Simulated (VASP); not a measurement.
KI, 2 atoms in the cell. It takes space group Pm-3m (No. 221, cubic). Conventional cell: a = 4.210 Å, b = 4.210 Å, c = 4.210 Å, α = 90.00°, β = 90.00°, γ = 90.00°. K (site symmetry m-3m) has 8 I at 3.65 Å and 6 K at 4.21 Å within 4.8 Å. Within 4.8 Å of I (site symmetry m-3m) lie 8 K at 3.65 Å and 6 I at 4.21 Å.  This cell differs from its parent crystal: strain -1.9%.

- Program: VASP 6.6.1
- Task: single point
- Functional: HSE06
- Potentials or basis: VASP PAW PBE potentials, release 64 (K_sv, I)
- Cutoff: 520 eV
- k mesh: 4 × 4 × 4
- Occupations: gaussian, width 0.01 eV
- Spin: no spin polarisation
- Dipole correction: no
- Grid for exact exchange (PRECFOCK): Normal
- Further INCAR settings: ALGO = Normal; EDIFF = 1e-07; NBANDS = 15
- Screening parameter: 0.2079 1/Å

Potentials or basis: VASP PAW PBE potentials, release 64 (K_sv, I).

The run is started by

```bash
$ cat potpaw_PBE.64/K_sv/POTCAR potpaw_PBE.64/I/POTCAR > POTCAR
$ cp INCAR.step1 INCAR
$ mpirun -np 1 vasp_std > vasp.out
$ cp INCAR.step2 INCAR
$ mpirun -np 1 vasp_std > vasp.out
```

Hardware: 1 thread of Oxide Virtual Turin-like Processor, with other jobs on the host.

Problem. Estimate the wall time of this run.

Solution. It took 9.9 min on 1 thread of Oxide Virtual Turin-like Processor, with other jobs on the host, peak memory 0.26 GiB. Counts: k points 10.
